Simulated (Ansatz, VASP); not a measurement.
## One calculation of SnSe, two programs

```
Sn Se
1.0
     4.21620    0.00000    0.00000
     0.00000    4.21620    0.00000
     0.00000    0.00000   11.35406
Sn Se
2 2
Direct
  0.50000 0.00000 0.37223
  0.00000 0.50000 0.62777
  0.50000 0.00000 0.61604
  0.00000 0.50000 0.38396
```

Alike in both runs: task single point; functional LDA; k mesh 8 × 8 × 4; occupations gaussian, width 0.05 eV; no spin polarisation.

|  | VASP | Ansatz |
| --- | --- | --- |
| version | VASP 6.6.1 | Ansatz 0.2.0 |
| potentials or method | VASP PAW LDA potentials, release 64 (Sn_d, Se), cutoff 520 eV | scalar-relativistic, plane waves, PAW |
| valence electrons in the cell | 40 | 60 |

|  | VASP | Ansatz | Ansatz less VASP |
| --- | --- | --- | --- |
| gap on the k mesh at the Fermi level (eV) | 0.98 | 0.99 | +0.014 |
| least direct gap on the mesh (eV) | 0.98 | 0.99 | +0.014 |
| rms of the force components (eV/Å) | 0.248 | 0.258 | +0.0099 |

LDA's correlation is that of Perdew and Zunger in VASP and of Perdew and Wang (1992) in Ansatz. Atom by atom the forces differ by 0.010 eV/Å (rms over components). VASP's potentials hold 40 valence electrons a cell and Ansatz's 60, so a difference there can come from the potentials and not from the codes.
